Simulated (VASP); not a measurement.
# NiO (Fm-3m) in VASP: notebook, part 2 of 2

VASP 6.6.1. Earlier steps stand in the parts before.

**3. Single point, r2SCAN+U, collinear spin, ferromagnetic start**

POSCAR reads:

```
NiO
1.0
    0.0000000000      2.0979100000      2.0979100000
    2.0979100000      0.0000000000      2.0979100000
    2.0979100000      2.0979100000      0.0000000000
Ni O
1 1
Direct
    0.0000000000      0.0000000000      0.0000000000
    0.5000000000      0.5000000000      0.5000000000
```

INCAR.step1 reads:

```
SYSTEM = NiO
PREC     = Accurate       ! precision mode
ENCUT    = 770            ! plane-wave cutoff, eV
ISMEAR   = -1             ! smearing method
SIGMA    = 0.1            ! smearing width, eV
LREAL    = .False.        ! projectors in reciprocal space
LASPH    = .True.         ! aspherical terms in the spheres
NELM     = 200            ! most SCF steps
ISPIN    = 2              ! spin polarisation
MAGMOM   = 2 0            ! initial moments
LMAXMIX  = 4              ! l up to which the mixer works
LDAU     = .True.         ! DFT+U
LDAUTYPE = 2            
LDAUL    = 2 -1           ! shell
LDAUU    = 3.1 0          ! U, eV
LDAUJ    = 0 0          
NBANDS   = 23             ! bands
GGA      = PE             ! functional
ALGO     = Normal         ! electronic algorithm
EDIFF    = 1E-5           ! SCF threshold, eV
LWAVE    = .True.         ! write WAVECAR
LCHARG   = .False.        ! write CHGCAR
GGA_COMPAT= .False.
```

INCAR.step2 reads:

```
SYSTEM = NiO
PREC     = Accurate       ! precision mode
ENCUT    = 770            ! plane-wave cutoff, eV
EDIFF    = 1E-6           ! SCF threshold, eV
ISMEAR   = -1             ! smearing method
SIGMA    = 0.1            ! smearing width, eV
LREAL    = .False.        ! projectors in reciprocal space
LASPH    = .True.         ! aspherical terms in the spheres
NELM     = 200            ! most SCF steps
ALGO     = Normal         ! electronic algorithm
ISIF     = 2              ! what is computed and relaxed
LWAVE    = .False.        ! write WAVECAR
LCHARG   = .True.         ! write CHGCAR
ISPIN    = 2              ! spin polarisation
MAGMOM   = 2 0            ! initial moments
LORBIT   = 11             ! projections on sites
LMAXMIX  = 4              ! l up to which the mixer works
LDAU     = .True.         ! DFT+U
LDAUTYPE = 2            
LDAUL    = 2 -1           ! shell
LDAUU    = 3.1 0          ! U, eV
LDAUJ    = 0 0          
LDAUPRINT= 1            
METAGGA  = R2SCAN         ! meta-GGA
LMIXTAU  = .True.       
LELF     = .True.         ! ELF
LVHAR    = .True.       
NBANDS   = 23             ! bands
ISTART   = 1            
GGA_COMPAT= .False.
```

KPOINTS reads:

```
Automatic mesh
0
Gamma
  9 9 9
  0 0 0
```

Potentials or basis: VASP PAW PBE potentials, release 64 (Ni_sv_GW, O).

Command:

```bash
$ cat potpaw_PBE.64/Ni_sv_GW/POTCAR potpaw_PBE.64/O/POTCAR > POTCAR
$ cp INCAR.step1 INCAR
$ mpirun -np 1 vasp_std > vasp.out
$ cp INCAR.step2 INCAR
$ mpirun -np 1 vasp_std > vasp.out
```

OUTCAR:

```text
SYSTEM = NiO
   PREC = Accurate
   ENCUT = 770
   EDIFF = 1E-6
   ISMEAR = -1
   LREAL = .False.
   LASPH = .True.
   NELM = 200
   ISIF = 2
   ISPIN = 2
   LORBIT = 11
   METAGGA = R2SCAN
   ISTART = 1

 ion  position               nearest neighbor table
   1  0.000  0.000  0.000-   2 2.10   2 2.10   2 2.10   2 2.10   2 2.10   2 2.10
   2  0.500  0.500  0.500-   1 2.10   1 2.10   1 2.10   1 2.10   1 2.10   1 2.10

  LATTYP: Found a face centered cubic cell.
 ALAT       =     4.1958200000

  Lattice vectors:

 A1 = (   0.0000000000,   2.0979100000,   2.0979100000)
 A2 = (   2.0979100000,   0.0000000000,   2.0979100000)
 A3 = (   2.0979100000,   2.0979100000,   0.0000000000)

Analysis of symmetry for initial positions (statically):
=====================================================================
 Subroutine PRICEL returns:
 Original cell was already a primitive cell.

 Routine SETGRP: Setting up the symmetry group for a
 face centered cubic supercell.

 Subroutine GETGRP returns: Found 48 space group operations
 (whereof 48 operations were pure point group operations)
 out of a pool of 48 trial point group operations.

The static configuration has the point symmetry O_h .

Analysis of symmetry for dynamics (positions and initial velocities):
=====================================================================
 Subroutine PRICEL returns:
 Original cell was already a primitive cell.

 Routine SETGRP: Setting up the symmetry group for a
 face centered cubic supercell.

 Subroutine GETGRP returns: Found 48 space group operations
 (whereof 48 operations were pure point group operations)
 out of a pool of 48 trial point group operations.

The dynamic configuration has the point symmetry O_h .

Analysis of structural, dynamic, and magnetic symmetry:
[... 183 lines left out ...]
  o =  0.9695  v =  0.0000  0.0000  0.2844  0.0000 -0.9587  0.0000  0.0000  0.0000  0.0000  0.0000      0.0000  0.0000  0.0000  0.0000  0.0000  0.0000  0.0000  0.0000  0.0000  0.0000

 number of electron      23.9999995 magnetization       2.0000000

 Free energy of the ion-electron system (eV)
  ---------------------------------------------------
  ext. energy  EPLUGINS =         0.00000000
  ---------------------------------------------------
  free energy    TOTEN  =       -20.10872436 eV

  energy without entropy =      -20.10872422  energy(sigma->0) =      -20.10872429

 E-fermi :   7.3194     XC(G=0): -13.7273

 val. band max:        5.9062519555   @ k =   0.4444   0.0000   0.0000
 cond. band min:       8.5530564394   @ k =   0.0000   0.0000   0.0000
 fundamental gap:      2.6468044839
 Fermi energy:         7.3194204620

 spin component 1

 k-point     1 :       0.0000    0.0000    0.0000
  band No.  band energies     occupation
      1    -102.3555      1.00000
      2     -61.2514      1.00000
      3     -61.2514      1.00000
      4     -61.2513      1.00000
      5     -14.3762      1.00000
      6       1.0078      1.00000
[... 1241 lines left out ...]
     22      40.2308      0.00000
     23      42.0919      0.00000

 [... further k-points ...]

------------------------ aborting loop because EDIFF is reached ----------------------------------------

  FORCE on cell =-STRESS in cart. coord.  units (eV):
  Direction    XX          YY          ZZ          XY          YZ          ZX
  --------------------------------------------------------------------------------------
  -------------------------------------------------------------------------------------
  Total        0.0398507      0.0398507      0.0398507      0.0000000     -0.0000000      0.0000000
  in kB        3.4574477      3.4574477      3.4574477      0.0000000     -0.0000000      0.0000000
  external PRESSURE =       3.4574477 kB  Pullay stress =       0.0000000 kB

 VOLUME and BASIS-vectors are now :
 -----------------------------------------------------------------------------
  energy-cutoff  :      770.00
  volume of cell :       18.47
      direct lattice vectors                 reciprocal lattice vectors
     0.000000000  2.097910000  2.097910000    -0.238332436  0.238332436  0.238332436
     2.097910000  0.000000000  2.097910000     0.238332436 -0.238332436  0.238332436
     2.097910000  2.097910000  0.000000000     0.238332436  0.238332436 -0.238332436

 POSITION                                       TOTAL-FORCE (eV/Angst)
 -----------------------------------------------------------------------------------
      0.00000      0.00000      0.00000        -0.000000      0.000000      0.000000
      2.09791      2.09791      2.09791         0.000000     -0.000000     -0.000000
 -----------------------------------------------------------------------------------
    total drift:                               -0.000000      0.000000      0.000000

  FREE ENERGIE OF THE ION-ELECTRON SYSTEM (eV)
  ---------------------------------------------------
  free  energy   TOTEN  =       -20.1087243647 eV

  energy  without entropy=      -20.1087242220  energy(sigma->0) =      -20.10872429

 total charge

# of ion       s       p       d       f       tot
--------------------------------------------------
    1        2.148   6.211   7.716   0.010  16.085
    2        1.548   3.519   0.000   0.000   5.067
--------------------------------------------------
tot          3.696   9.730   7.716   0.010  21.152

 magnetization (x)

# of ion       s       p       d       f       tot
--------------------------------------------------
    1        0.008   0.010   1.760   0.000   1.778
    2        0.024   0.170   0.000   0.000   0.194
--------------------------------------------------
tot          0.032   0.180   1.760   0.000   1.972
```

OUTCAR.step1:

```text
SYSTEM = NiO
   PREC = Accurate
   ENCUT = 770
   ISMEAR = -1
   LREAL = .False.
   LASPH = .True.
[... 1493 lines left out ...]
      0.00000      0.00000      0.00000         0.000000      0.000000      0.000000
      2.09791      2.09791      2.09791         0.000000     -0.000000     -0.000000
 -----------------------------------------------------------------------------------
    total drift:                                0.000000      0.000000      0.000000

  FREE ENERGIE OF THE ION-ELECTRON SYSTEM (eV)
  ---------------------------------------------------
  free  energy   TOTEN  =       -11.2358231991 eV

  energy  without entropy=      -11.2356559184  energy(sigma->0) =      -11.23573956
```

It took 5.2 min on 1 thread of Intel Xeon Platinum 8375C at 2.90GHz (Ice Lake), shared host; peak memory 0.21 GiB.

What came out:

| Quantity | Value |
| --- | --- |
| Free energy | -20.1087 eV |
| Pressure | 0.3 GPa |
| Band gap on the k mesh | 2.65 eV (least direct gap 3.43 eV) |
| Net moment | 2.00 μB per cell |
| Site moments | Ni +1.78; O +0.19 μB |
| Valence electrons inside the program's atomic spheres | Ni 16.09; O 5.07 |

Eigenvalues of the final occupation matrices:
| site | spin | trace | eigenvalues |
| --- | --- | --- | --- |
| site 1 d | 1 | 4.75 | 0.94 0.94 0.94 0.97 0.97 |
| site 1 d | 2 | 2.99 | 0.10 0.10 0.93 0.93 0.93 |

Caveat: the PAW data sets were made with another functional, which shifts forces and pressure a little; an odd mesh through Γ misses points on the zone boundary, where band edges can lie; a cell with one magnetic atom can't hold antiferromagnetic order, which such compounds often take. The state reached can hang on the start; a lower one may exist.
